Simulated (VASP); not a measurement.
The system is MgS (Niningerite).

```
Mg S
1.0
     0.00000    2.60152    2.60152
     2.60152    0.00000    2.60152
     2.60152    2.60152    0.00000
Mg S
1 1
Direct
  0.00000 0.00000 0.00000
  0.50000 0.50000 0.50000
```

Program: VASP 6.6.1. Alike in all runs: task single point; potentials or basis VASP PAW PBE potentials, release 64 (Mg, S); no spin polarisation; cell as given; cutoff (eV) 520; smearing gaussian 0.01 eV.

**Question.** Order these runs on this cell by their pressure, lowest first.
A. level PBE; k mesh 4 × 4 × 4
B. level r2SCAN; k mesh 6 × 6 × 6
C. level r2SCAN+D3(BJ); k mesh 6 × 6 × 6

**Answer.** C (-2.0 GPa), B (-0.4 GPa), A (1.2 GPa).

Caveats: some runs use coarse meshes; the PAW data sets were made with another functional, which shifts forces and pressure a little (some runs).
